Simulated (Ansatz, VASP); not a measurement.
# One calculation of ZnO, two programs

POSCAR

```
ZnO
1.0
    3.2353522132      0.0000000000      0.0000000000
   -1.6176761066      2.8018972068      0.0000000000
    0.0000000000      0.0000000000      5.2109131292
Zn O
2 2
Direct
    0.3333333333      0.6666666667      0.4996551084
    0.6666666667      0.3333333333     -0.0003448916
    0.6666666667      0.3333333333      0.3793548916
    0.3333333333      0.6666666667      0.8793548916
```

INCAR.step1

```
SYSTEM = ZnO
PREC     = Accurate       ! precision mode
ENCUT    = 520            ! plane-wave cutoff, eV
ISMEAR   = 0              ! smearing method
SIGMA    = 0.01           ! smearing width, eV
LREAL    = .False.        ! projectors in reciprocal space
LASPH    = .True.         ! aspherical terms in the spheres
NELM     = 60             ! most SCF steps
NBANDS   = 26             ! bands
GGA      = PE             ! functional
ALGO     = Normal         ! electronic algorithm
EDIFF    = 1E-4           ! SCF threshold, eV
LWAVE    = .True.         ! write WAVECAR
LCHARG   = .False.        ! write CHGCAR
```

The input INCAR.step2:

```
SYSTEM = ZnO
PREC     = Accurate       ! precision mode
ENCUT    = 520            ! plane-wave cutoff, eV
EDIFF    = 1E-6           ! SCF threshold, eV
ISMEAR   = 0              ! smearing method
SIGMA    = 0.01           ! smearing width, eV
LREAL    = .False.        ! projectors in reciprocal space
LASPH    = .True.         ! aspherical terms in the spheres
NELM     = 60             ! most SCF steps
ALGO     = Normal         ! electronic algorithm
ISIF     = 2              ! what is computed and relaxed
LWAVE    = .False.        ! write WAVECAR
LCHARG   = .False.        ! write CHGCAR
METAGGA  = R2SCAN         ! meta-GGA
LMIXTAU  = .True.       
NBANDS   = 26             ! bands
ISTART   = 1
```

KPOINTS

```
Automatic mesh
0
Gamma
  12 12 6
  0 0 0
```

Input for Ansatz:

```yaml
crystal:
  lattice:
    - [3.2353522132, 0.0, 0.0]
    - [-1.6176761066, 2.8018972068, 0.0]
    - [0.0, 0.0, 5.2109131292]
  atoms:
    - { symbol: Zn, position: [0.3333333333, 0.6666666667, 0.4996551084] }
    - { symbol: Zn, position: [0.6666666667, 0.3333333333, -0.0003448916] }
    - { symbol: O, position: [0.6666666667, 0.3333333333, 0.3793548916] }
    - { symbol: O, position: [0.3333333333, 0.6666666667, 0.8793548916] }
kpoints:
  mp_grid: { grid: [12, 12, 6] }
  band_path:
    path:
      - [0.0, 0.0, 0.0]
      - [0.5, 0.0, 0.0]
      - [0.3333333333, 0.3333333333, 0.0]
      - [0.0, 0.0, 0.5]
      - [0.5, 0.0, 0.5]
      - [0.3333333333, 0.3333333333, 0.5]
    npoints: 1
hamiltonian:
  xc: r2scan
scf:
  occupations: { method: fixed }
  n_extra_bands: 5
output:
  forces: true
  stress: true
  eigenvalues: true
```

Alike in both runs: task single point; functional r2SCAN; k mesh 12 × 12 × 6; no spin polarisation.

```csv
,VASP,Ansatz
version,VASP 6.6.1,Ansatz 0.2.0
potentials or method,"VASP PAW PBE potentials, release 64 (Zn, O)","plane waves, PAW"
plane-wave cutoff (eV),520,500
occupations,"gaussian, width 0.01 eV",fixed
valence electrons in the cell,36,36
```

```csv
,VASP,Ansatz,Ansatz less VASP
gap on the k mesh at the Fermi level (eV),1.23,1.24,+0.003
pressure (GPa),1.0,0.0,-1.03
"traceless stress, the component that is largest in VASP (GPa)",0.08,0.00,-0.078
rms of the force components (eV/Å),0.005,0.001,-0.0042
```

VASP's potentials were made for PBE, not for r2SCAN. Atom by atom the forces differ by 0.006 eV/Å (rms over components).
